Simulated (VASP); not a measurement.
Here is a VASP 6.6.1 calculation.

INCAR

```
SYSTEM = BAs
  PREC = Accurate
  ENCUT = 500
  EDIFF = 1E-6
  ISMEAR = 0
  SIGMA = 0.02
  LREAL = .FALSE.
  LASPH = .TRUE.
  NELM = 120
  ALGO = Normal
  ISIF = 2
  LWAVE = .FALSE.
  LCHARG = .TRUE.
  GGA = PE
  LELF = .TRUE.
  LVHAR = .TRUE.
  NBANDS = 11
  GGA_COMPAT = .FALSE.
```

The input KPOINTS:

```
regular mesh
0
G
  10 10 10
  0 0 0
```

File POSCAR:

```
BAs
1.0
    0.0000000000      2.4045419079      2.4045419079
    2.4045419079      0.0000000000      2.4045419079
    2.4045419079      2.4045419079      0.0000000000
B As
1 1
Direct
    0.0000000000      0.0000000000      0.0000000000
    0.2500000000      0.2500000000      0.2500000000
```

Potentials or basis: VASP PAW PBE potentials, release 64 (B, As).

Command:

```console
$ cat potpaw_PBE.64/B/POTCAR potpaw_PBE.64/As/POTCAR > POTCAR
$ mpirun -np 1 vasp_std > vasp.out
```

Question: Predict the band gap on the k mesh.

Answer: 1.20 eV, indirect (least direct gap 3.25 eV).

Question: Predict the pressure.

Answer: 0.6 GPa.

A k mesh can miss the band edges. A hybrid or GW would open this gap; PBE tends to underestimate it.
